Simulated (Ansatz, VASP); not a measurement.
## Sb in VASP and in Ansatz

Contents of INCAR:

```
PREC = Accurate
ENCUT = 520
EDIFF = 1E-6
ISMEAR = -1
SIGMA = 0.08
LREAL = F
LASPH = T
NELM = 100
ALGO = Normal
ISIF = 2
LWAVE = F
LCHARG = F
GGA = PE
NBANDS = 8
```

Contents of KPOINTS:

```
regular mesh
0
Gamma
  15 15 15
```

Contents of POSCAR:

```
Sb
1.0
    0.0000000000      2.3302891484      2.3302891484
    2.3302891484      0.0000000000      2.3302891484
    2.3302891484      2.3302891484      0.0000000000
Sb
1
Direct
    0.0000000000      0.0000000000      0.0000000000
```

Input for Ansatz:

```yaml
crystal:
  lattice:
    - [0.0, 2.3302891484, 2.3302891484]
    - [2.3302891484, 0.0, 2.3302891484]
    - [2.3302891484, 2.3302891484, 0.0]
  atoms:
    - { symbol: Sb, position: [0.0, 0.0, 0.0] }
kpoints:
  mp_grid: { grid: [15, 15, 15] }
scf:
  occupations: { method: fermi_dirac, width: 0.08 }
hamiltonian:
  xc: pbe
  pseudopotentials: { kind: paw }
output:
  forces: true
  stress: true
  eigenvalues: true
  populations: true
```

Change from the starting cell: volume scaled by 0.92, PAW files.

Alike in both runs: task single point; functional PBE; k mesh 15 × 15 × 15; occupations fermi-dirac, width 0.08 eV; no spin polarisation.

|  | VASP | Ansatz |
| --- | --- | --- |
| version | VASP 6.6.1 | Ansatz 0.2.0 |
| potentials or method | VASP PAW PBE potentials, release 64 (Sb) | PAW with Ansatz's default frozen-core files, scalar-relativistic |
| plane-wave cutoff (eV) | 520 | 420 |
| valence electrons in the cell | 5 | 15 |

```csv
,VASP,Ansatz,Ansatz less VASP
pressure (GPa),5.8,5.9,+0.14
```

With one functional, cell and mesh, what is left measures potentials, basis and numerics. VASP's potentials hold 5 valence electrons a cell and Ansatz's 15, so a difference there can come from the potentials and not from the codes.

Neither program's run includes spin-orbit coupling.
